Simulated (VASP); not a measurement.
Here is a VASP 6.6.1 calculation.

Contents of INCAR:

```
SYSTEM = Si16Au
ALGO = Normal
EDIFF = 1E-6
ENCUT = 520
GGA = PS
ISIF = 2
ISMEAR = -1
ISPIN = 2
LASPH = .True.
LCHARG = .False.
LMAXMIX = 4
LORBIT = 11
LREAL = Auto
LWAVE = .False.
MAGMOM = 0 0 0 0 0 0 0 0 0 0 0 0 0 0 0 0 1
NBANDS = 56
NELM = 150
PREC = Accurate
SIGMA = 0.02
```

KPOINTS

```
k-points
0
Gamma
  2 2 2
  0 0 0
```

POSCAR

```
Si16Au
1.0
    0.0000000000      5.4300000000      5.4300000000
    5.4300000000      0.0000000000      5.4300000000
    5.4300000000      5.4300000000      0.0000000000
Si Au
16 1
Direct
    0.0188944442      0.0018889313     -0.0229669974
    0.1305459861      0.1115202780      0.1273571958
    0.0161994268     -0.0310037463      0.4986248636
    0.1610597130      0.1165507863      0.6054302559
   -0.0149395796      0.4843685761      0.0454742284
    0.1306940036      0.6301940492      0.1268063518
    0.0161048527      0.5164361260      0.4981580117
    0.1087224166      0.6084505619      0.6741009128
    0.5021567720      0.0018855586     -0.0229493491
    0.6458951634      0.1458030024      0.0623919802
    0.5223185108      0.0225589386      0.4328080613
    0.6169545206      0.1165599839      0.6054375583
    0.5022939344      0.5188695599     -0.0234808494
    0.6122684491      0.6301901863      0.1268207435
    0.4692944979      0.5164438682      0.4981699196
    0.6167538625      0.6613701342      0.6051093333
    0.8183030260      0.3181432055      0.5452396797
```

Potentials or basis: VASP PAW PBE potentials, release 64 (Si, Au).

Command:

```bash
$ cat potpaw_PBE.64/Si/POTCAR potpaw_PBE.64/Au/POTCAR > POTCAR
$ mpirun -np 1 vasp_std > vasp.out
```

(1) Estimate the pressure.

(2) Predict the largest force.

(3) What does it give for the net moment?

Answers

(1) 4.4 GPa.

(2) 0.049 eV/Å.

(3) 0.00 μB per cell.

Caveat: the k points lie up to 0.50 Å⁻¹ apart; the PAW data sets were made with another functional, which shifts forces and pressure a little.
